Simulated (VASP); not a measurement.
# NbC2 (Pa-3) in VASP: single point with PBE

Aim: the single point of NbC2 with PBE.

Program: VASP 6.6.1. These are calculated values, not measurements. Logs are shortened: lines on timing, memory, paths and dates and some standing lists are left out, and cuts for length are marked.

## (1) The cell of the first run

Symmetry: Pa-3, No. 205, cubic system. The conventional cell has a = 5.137 Å, b = 5.137 Å, c = 5.137 Å, α = 90.00°, β = 90.00°, γ = 90.00°. Within 3.0 Å of Nb (site symmetry -3) lie 6 C at 2.24 Å. Within 1.8 Å of C (site symmetry 3) lie 1 C at 1.37 Å.

## (2) Single point, PBE

The input, INCAR:

```
PREC = Accurate ; ENCUT = 600
EDIFF = 1E-6 ; ISMEAR = 0
SIGMA = 0.2 ; LREAL = False
LASPH = True ; NELM = 120
ALGO = Normal ; ISIF = 2
LWAVE = False ; LCHARG = False
GGA = PE ; NBANDS = 54
GGA_COMPAT = False
```

The input, KPOINTS:

```
Automatic mesh
0
Gamma
  3 3 3
```

The input, POSCAR:

```
NbC2
1.0
    5.1368151153      0.0000000000      0.0000000000
    0.0000000000      5.1368151153      0.0000000000
    0.0000000000      0.0000000000      5.1368151153
Nb C
4 8
Direct
    0.0000000000      0.0000000000      0.0000000000
    0.5000000000      0.0000000000      0.5000000000
    0.0000000000      0.5000000000      0.5000000000
    0.5000000000      0.5000000000      0.0000000000
    0.9229970214      0.0770029786      0.5770029786
    0.0770029786      0.9229970214      0.4229970214
    0.0770029786      0.5770029786      0.9229970214
    0.9229970214      0.4229970214      0.0770029786
    0.5770029786      0.9229970214      0.0770029786
    0.4229970214      0.0770029786      0.9229970214
    0.5770029786      0.5770029786      0.5770029786
    0.4229970214      0.4229970214      0.4229970214
```

Potentials or basis: VASP PAW PBE potentials, release 64 (Nb_sv, C).

Launch:

```sh
> cat potpaw_PBE.64/Nb_sv/POTCAR potpaw_PBE.64/C/POTCAR > POTCAR
> mpirun -np 1 vasp_std > vasp.out
```

OUTCAR:

```text
PREC = Accurate
   ENCUT = 600
   EDIFF = 1E-6
   ISMEAR = 0
   LREAL = False
   LASPH = True
   NELM = 120
   ISIF = 2
   GGA = PE

 ion  position               nearest neighbor table
   1  0.000  0.000  0.000-   5 2.24   6 2.24   7 2.24   8 2.24   9 2.24  10 2.24
   2  0.500  0.000  0.500-   5 2.24   6 2.24   9 2.24  10 2.24  11 2.24  12 2.24
   3  0.000  0.500  0.500-   5 2.24   6 2.24   7 2.24   8 2.24  11 2.24  12 2.24
   4  0.500  0.500  0.000-   7 2.24   8 2.24   9 2.24  10 2.24  11 2.24  12 2.24
   5  0.923  0.077  0.577-   6 1.37   2 2.24   3 2.24   1 2.24
   6  0.077  0.923  0.423-   5 1.37   2 2.24   3 2.24   1 2.24
   7  0.077  0.577  0.923-   8 1.37   3 2.24   4 2.24   1 2.24
   8  0.923  0.423  0.077-   7 1.37   3 2.24   4 2.24   1 2.24
   9  0.577  0.923  0.077-  10 1.37   2 2.24   4 2.24   1 2.24
  10  0.423  0.077  0.923-   9 1.37   2 2.24   4 2.24   1 2.24
  11  0.577  0.577  0.577-  12 1.37   3 2.24   4 2.24   2 2.24
  12  0.423  0.423  0.423-  11 1.37   3 2.24   4 2.24   2 2.24

  LATTYP: Found a simple cubic cell.
 ALAT       =     5.1368151153

  Lattice vectors:

 A1 = (   5.1368151153,   0.0000000000,   0.0000000000)
 A2 = (   0.0000000000,   5.1368151153,   0.0000000000)
 A3 = (   0.0000000000,   0.0000000000,   5.1368151153)

Analysis of symmetry for initial positions (statically):
=====================================================================
 Subroutine PRICEL returns:
 Original cell was already a primitive cell.

 Routine SETGRP: Setting up the symmetry group for a
 simple cubic supercell.

 Subroutine GETGRP returns: Found 24 space group operations
 (whereof  6 operations were pure point group operations)
 out of a pool of 48 trial point group operations.

The static configuration has the point symmetry S_6 .
 The point group associated with its full space group is T_h .

Analysis of symmetry for dynamics (positions and initial velocities):
=====================================================================
 Subroutine PRICEL returns:
 Original cell was already a primitive cell.

 Routine SETGRP: Setting up the symmetry group for a
 simple cubic supercell.

 Subroutine GETGRP returns: Found 24 space group operations
 (whereof  6 operations were pure point group operations)
 out of a pool of 48 trial point group operations.

The dynamic configuration has the point symmetry S_6 .
[... 108 lines left out ...]
   TEBEG  =    0.0;   TEEND  =   0.0 temperature during run
   PSTRESS=    0.0 pullay stress
   NELECT =      84.0000    total number of electrons
   NUPDOWN=      -1.0000    fix difference up-down
   EMIN   =  10.00;   EMAX   =-10.00  energy-range for DOS
   EFERMI =   0.00;   METHOD = LEGACY
   ISMEAR =     0;   SIGMA  =   0.20  broadening in eV -4-tet -1-fermi 0-gaus
   EFERMI_NEDOS =   21; number of points for ismear=-14 and -15
   IALGO  =     38    algorithm
   IMIX   =      4    mixing-type and parameters
     AMIX     =   0.40;   BMIX     =  1.00
     AMIX_MAG =   1.60;   BMIX_MAG =  1.00
  volume/ion in A,a.u.               =      11.30        76.22
  Fermi-wavevector in a.u.,A,eV,Ry     =   1.395749  2.637583 26.505717  1.948115
  Thomas-Fermi vector in A             =   2.519170
   LORBIT       =      0    0 simple, 1 ext, 2 COOP (PROOUT), +10 PAW based schemes
   GGA     = PE    functional components
   LHFCALC =     F    Hartree Fock is set to
   AEXX    =    0.0000 exact exchange contribution
   IVDW    =     0    specifies the selected vdW correction
   LEPSILON=     F    determine dielectric tensor
   LRPA    =     F    only Hartree local field effects (RPA)
 non-spin polarized calculation
 Gauss-broadening in eV      SIGMA  =   0.20
  energy-cutoff  :      600.00
  volume of cell :      135.54
 maximum number of plane-waves:      4553
 NGX is ok and might be reduce to    42
   NGX = 21   NGY = 21   NGZ = 21

 number of electron      83.9999998 magnetization

 Free energy of the ion-electron system (eV)
  ---------------------------------------------------
  ext. energy  EPLUGINS =         0.00000000
  ---------------------------------------------------
  free energy    TOTEN  =      -105.37218175 eV

  energy without entropy =     -105.24835782  energy(sigma->0) =     -105.31026978

 E-fermi :   9.2978     XC(G=0): -12.0050

 val. band max:        9.2773341957   @ k =   0.3333   0.0000   0.0000
 cond. band min:       9.4390171762   @ k =   0.3333   0.3333   0.3333
 fundamental gap:      0.1616829804
 Fermi energy:         9.2978130284

 k-point     1 :       0.0000    0.0000    0.0000
  band No.  band energies     occupation
      1     -46.6397      2.00000
      2     -46.6168      2.00000
      3     -46.6168      2.00000
      4     -46.6168      2.00000
      5     -22.8118      2.00000
      6     -22.8118      2.00000
[... 217 lines left out ...]
     53      11.3621      0.00000
     54      11.6476      0.00000

------------------------ aborting loop because EDIFF is reached ----------------------------------------

  FORCE on cell =-STRESS in cart. coord.  units (eV):
  Direction    XX          YY          ZZ          XY          YZ          ZX
  --------------------------------------------------------------------------------------
  -------------------------------------------------------------------------------------
  Total       -0.4265806     -0.4265806     -0.4265806     -0.0000000     -0.0000000     -0.0000000
  in kB       -5.0423140     -5.0423140     -5.0423140     -0.0000000     -0.0000000     -0.0000000
  external PRESSURE =      -5.0423140 kB  Pullay stress =       0.0000000 kB

 VOLUME and BASIS-vectors are now :
 -----------------------------------------------------------------------------
  energy-cutoff  :      600.00
  volume of cell :      135.54
      direct lattice vectors                 reciprocal lattice vectors
     5.136815115  0.000000000  0.000000000     0.194673154  0.000000000  0.000000000
     0.000000000  5.136815115  0.000000000     0.000000000  0.194673154  0.000000000
     0.000000000  0.000000000  5.136815115     0.000000000  0.000000000  0.194673154

 POSITION                                       TOTAL-FORCE (eV/Angst)
 -----------------------------------------------------------------------------------
      0.00000      0.00000      0.00000         0.000000      0.000000     -0.000000
      2.56841      0.00000      2.56841         0.000000      0.000000     -0.000000
      0.00000      2.56841      2.56841         0.000000      0.000000     -0.000000
      2.56841      2.56841      0.00000         0.000000      0.000000     -0.000000
      4.74127      0.39555      2.96396        -0.078868      0.078868      0.078868
      0.39555      4.74127      2.17286         0.078868     -0.078868     -0.078868
      0.39555      2.96396      4.74127         0.078868      0.078868     -0.078868
      4.74127      2.17286      0.39555        -0.078868     -0.078868      0.078868
      2.96396      4.74127      0.39555         0.078868     -0.078868      0.078868
      2.17286      0.39555      4.74127        -0.078868      0.078868     -0.078868
      2.96396      2.96396      2.96396         0.078868      0.078868      0.078868
      2.17286      2.17286      2.17286        -0.078868     -0.078868     -0.078868
 -----------------------------------------------------------------------------------
    total drift:                                0.000000     -0.000000     -0.000000

  FREE ENERGIE OF THE ION-ELECTRON SYSTEM (eV)
  ---------------------------------------------------
  free  energy   TOTEN  =      -105.3721817499 eV

  energy  without entropy=     -105.2483578196  energy(sigma->0) =     -105.31026978
```

stdout:

```text
POSCAR found type information on POSCAR NbC
 POSCAR found :  2 types and      12 ions
 scaLAPACK will be used
 LDA part: xc-table for (Slater+PW92), standard interpolation
 POSCAR, INCAR and KPOINTS ok, starting setup
 FFT: planning ... GRIDC
 FFT: planning ... GRID_SOFT
 FFT: planning ... GRID
 WAVECAR not read
 entering main loop
```

It took 37 s on 1 thread of Intel Xeon 6975P-C (Granite Rapids), shared host; peak memory 0.25 GiB.

Results:

* Free energy: -105.3722 eV
* Pressure: -0.5 GPa
* Largest force: 0.137 eV/Å
* Band gap on the k mesh: zero (band 42 reaches 9.71 eV, above the bottom of band 43 at 8.11 eV)

Forces on the atoms (eV/Å):
```
Nb   0.000  0.000  0.000
Nb   0.000  0.000  0.000
Nb   0.000  0.000  0.000
Nb   0.000  0.000  0.000
C   -0.079  0.079  0.079
C    0.079 -0.079 -0.079
C    0.079  0.079 -0.079
C   -0.079 -0.079  0.079
C    0.079 -0.079  0.079
C   -0.079  0.079 -0.079
C    0.079  0.079  0.079
C   -0.079 -0.079 -0.079
```

Levels at points of the mesh, in eV from the Fermi level:
| k point | band 39 | band 40 | band 41 | band 42 | band 43 | band 44 | band 45 | band 46 | band 47 | band 48 |
| --- | --- | --- | --- | --- | --- | --- | --- | --- | --- | --- |
| (0.00, 0.00, 0.00) | -2.86 | -2.61 | -2.61 | -1.19 | -1.19 | -1.19 | -0.44 | -0.44 | -0.44 | 0.94 |

Caveat: the k points lie up to 0.41 Å⁻¹ apart.
